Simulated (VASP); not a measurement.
A run of VASP 6.6.1 is set up as follows.

File INCAR:

```
PREC = Accurate
ENCUT = 520
EDIFF = 1E-6
ISMEAR = -1
SIGMA = 0.05
LREAL = Auto
LASPH = True
NELM = 100
ALGO = Normal
ISIF = 2
LWAVE = False
LCHARG = False
GGA = PE
NBANDS = 86
NELECT = 144.0
```

The input KPOINTS:

```
regular mesh
0
Gamma
  2 2 2
```

Contents of POSCAR:

```
Zn8HO8
1.0
   -3.2533000000     -5.6348810000      0.0000000000
    4.8799500000     -2.8174400000      0.0000000000
    0.0000000000      0.0000000000      5.2073000000
Zn O H
8 8 1
Direct
    0.5169584804      0.3431840540      0.0171490024
    0.5981535935      0.5420082348      0.5982947017
    0.1889971669      0.8884034638     -0.0233518330
    0.2287007609      0.1619549761      0.4649818524
   -0.0123173772      0.3462387682      0.0470493346
    0.0355981078      0.6580828336      0.5072686421
    0.7520004500      0.8247795703      0.0381387667
    0.7315304305      0.1480113423      0.5436982697
    0.4745732687      0.2048441511      0.3251973191
    0.4667292326      0.6733901397      0.8717185490
    0.2890293048      0.8161147219      0.3832696407
    0.2307434387      0.1869030685      0.8982006030
   -0.0447960678      0.3350987106      0.3962898239
   -0.0215466376      0.6771795456      0.8912296200
    0.7425578994      0.8338330545      0.4098669176
    0.7467490867      0.1498373557      0.9243177846
    0.4005386657      0.8863763852      0.3034009948
```

Potentials or basis: VASP PAW PBE potentials, release 64 (Zn, O, H).

Run with:

```console
$ cat potpaw_PBE.64/Zn/POTCAR potpaw_PBE.64/O/POTCAR potpaw_PBE.64/H/POTCAR > POTCAR
$ mpirun -np 1 vasp_std > vasp.out
```

Problem. Predict the largest force.

Solution. 4.557 eV/Å.

Forces on the atoms (eV/Å):
```
Zn   1.640  0.693 -1.223
Zn   1.556 -0.822 -2.324
Zn  -2.706  0.325  0.206
Zn   1.741  1.854  2.416
Zn  -0.007 -0.245 -2.364
Zn   0.677  0.558  0.289
Zn   1.212  1.633  0.361
Zn  -0.733  0.726  0.201
O    0.025 -2.770  2.204
O   -0.242 -0.206  1.772
O    0.340  4.402  1.128
O    1.745 -1.512 -1.523
O   -0.393 -0.943  1.765
O   -1.663  0.152 -0.828
O   -2.549  0.276  0.323
O    0.288 -0.892 -1.319
H   -0.930 -3.229 -1.085
```

Caveat: the k points lie up to 0.60 Å⁻¹ apart; the cell carries a net charge on a neutralising background, which shifts energy and pressure; the atoms stand as in a frame of molecular dynamics.
